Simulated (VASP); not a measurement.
Runs of VASP 6.6.1 on Ni. The structure is that of space group Im-3m (No. 229), or close to it. The cells are those of the table. This isn't the form of Ni at room conditions, which is fcc.

```tsv
level	spin	cell	k mesh	gap on the mesh (eV)	pressure (GPa)	moment (μB)
r2SCAN	off	a = 2.395 Å, angles 109.5°, 1 atom	20 × 20 × 20	none	(c)	-
r2SCAN	collinear, ferromagnetic start	a = 2.383 Å, angles 109.5°, 1 atom	20 × 20 × 20	none	3.6	(a)
PBE	collinear, ferromagnetic start	a = 2.430 Å, angles 109.5°, 1 atom	10 × 10 × 10	none	-0.9	0.59
r2SCAN	collinear, ferromagnetic start	a = 2.395 Å, angles 109.5°, 1 atom	20 × 20 × 20	none	0.4	0.61
r2SCAN	collinear, ferromagnetic start	a = 2.430 Å, angles 109.5°, 1 atom	20 × 20 × 20	none	(b)	0.63
```

Alike in all rows: task single point; potentials or basis VASP PAW PBE potentials, release 64 (Ni); cutoff (eV) 520; smearing gaussian 0.05 eV.

Task: Estimate the missing entries.

Result: (a) 0.60; (b) -7.9; (c) -2.4.

Caveats: the PAW data sets were made with another functional, which shifts forces and pressure a little (at least some runs); the cell stands under pressure (at least some runs); the cell stands under tension (at least some runs).

A gap of «none» marks levels without a gap at the run's occupations.
